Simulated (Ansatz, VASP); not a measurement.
Two plane-wave programs on HCl

```
Cl H
1.0
    15.00000    0.00000    0.00000
     0.00000   15.50000    0.00000
     0.00000    0.00000   16.00000
Cl H
1 1
Direct
  0.46513 0.49905 0.48048
  0.53487 0.50095 0.51952
```

Alike in both runs: task relaxation of the atoms; functional PBE; dispersion D3(BJ); k mesh 1 × 1 × 1; occupations gaussian, width 0.005 eV; no spin polarisation.

|  | VASP | Ansatz |
| --- | --- | --- |
| version | VASP 6.6.1 | Ansatz 0.2.0 |
| potentials or method | VASP PAW PBE potentials, release 64 (Cl, H), cutoff 520 eV | scalar-relativistic, plane waves, PAW |
| valence electrons in the cell | 8 | 8 |

VASP gave:

| Property | Result |
| --- | --- |
| gap on the k mesh at the Fermi level, each at its own relaxed structure (eV) | 6.88 |

Q: Estimate Ansatz's values.

A: gap on the k mesh at the Fermi level, each at its own relaxed structure (eV): 6.82.
